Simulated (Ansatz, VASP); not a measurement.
**Zn4HO4: VASP beside Ansatz**

INCAR

```
ALGO     = Normal         # electronic algorithm
EDIFF    = 1E-6           # SCF threshold, eV
ENCUT    = 520            # plane-wave cutoff, eV
GGA      = PS             # functional
ISIF     = 2              # what is computed and relaxed
ISMEAR   = 0              # smearing method
LASPH    = T              # aspherical terms in the spheres
LCHARG   = F              # write CHGCAR
LREAL    = F              # projectors in reciprocal space
LWAVE    = F              # write WAVECAR
NBANDS   = 46             # bands
NELM     = 100            # most SCF steps
PREC     = Accurate       # precision mode
SIGMA    = 0.05           # smearing width, eV
```

File KPOINTS:

```
k-points
0
Gamma
  4 4 8
```

Contents of POSCAR:

```
Zn4HO4
1.0
    5.5148137916      0.0000000000      0.0000000000
    0.0000000000      5.5148137916      0.0000000000
    0.0000000000      0.0000000000      3.2430062931
Zn O H
4 4 1
Direct
    0.1820657240      0.1820657240      0.5000000000
    0.8179342760      0.8179342760      0.5000000000
    0.6820657240      0.3179342760      0.0000000000
    0.3179342760      0.6820657240      0.0000000000
    0.8180023132      0.1819976868      0.5000000000
    0.1819976868      0.8180023132      0.5000000000
    0.6819976868      0.6819976868      0.0000000000
    0.3180023132      0.3180023132      0.0000000000
    1.0000405349     -0.4180023132      0.0000000000
```

Input for Ansatz:

```yaml
crystal:
  lattice:
    - [5.5148137916, 0.0, 0.0]
    - [0.0, 5.5148137916, 0.0]
    - [0.0, 0.0, 3.2430062931]
  atoms:
    - { symbol: Zn, position: [0.182065724, 0.182065724, 0.5] }
    - { symbol: Zn, position: [0.817934276, 0.817934276, 0.5] }
    - { symbol: Zn, position: [0.682065724, 0.317934276, 0.0] }
    - { symbol: Zn, position: [0.317934276, 0.682065724, 0.0] }
    - { symbol: O, position: [0.8180023132, 0.1819976868, 0.5] }
    - { symbol: O, position: [0.1819976868, 0.8180023132, 0.5] }
    - { symbol: O, position: [0.6819976868, 0.6819976868, 0.0] }
    - { symbol: O, position: [0.3180023132, 0.3180023132, 0.0] }
    - { symbol: H, position: [1.0000405349, -0.4180023132, 0.0] }
basis:
  ecutwfc: 420
kpoints:
  mp_grid: { grid: [4, 4, 8] }
hamiltonian:
  xc: pbesol
  pseudopotentials: { kind: paw, azcp: { folder: soft_1 } }
scf:
  occupations: { method: gaussian, width: 0.05 }
output:
  forces: true
  stress: true
  eigenvalues: true
  write_density: true
  write_potential: true
  elf: true
  volumetric_format: npy
```

Alike in both runs: task single point; functional PBEsol; k mesh 4 × 4 × 8; occupations gaussian, width 0.05 eV; no spin polarisation.

|  | VASP | Ansatz |
| --- | --- | --- |
| version | VASP 6.6.1 | Ansatz 0.2.0 |
| potentials or method | VASP PAW PBE potentials, release 64 (Zn, O, H), cutoff 520 eV | scalar-relativistic, plane waves, PAW |
| valence electrons in the cell | 73 | 73 |

Ansatz gave:

```
gap on the k mesh at the Fermi level (eV)                     : none
pressure (GPa)                                                : 3.0
traceless stress, the component that is largest in VASP (GPa) : -1.89
rms of the force components (eV/Å)                            : 0.290
```

Which values does VASP return?

gap on the k mesh at the Fermi level (eV): none; pressure (GPa): 3.9; traceless stress, the component that is largest in VASP (GPa): -1.91; rms of the force components (eV/Å): 0.291.

VASP's potentials were made for PBE, not for PBEsol, and Ansatz warns of the same on its side. Atom by atom the forces differ by 0.004 eV/Å (rms over components). A gap of «none» marks a metal or a gap that the smearing closes. The functional is the same, so the differences come from potentials, cutoffs and numerics.
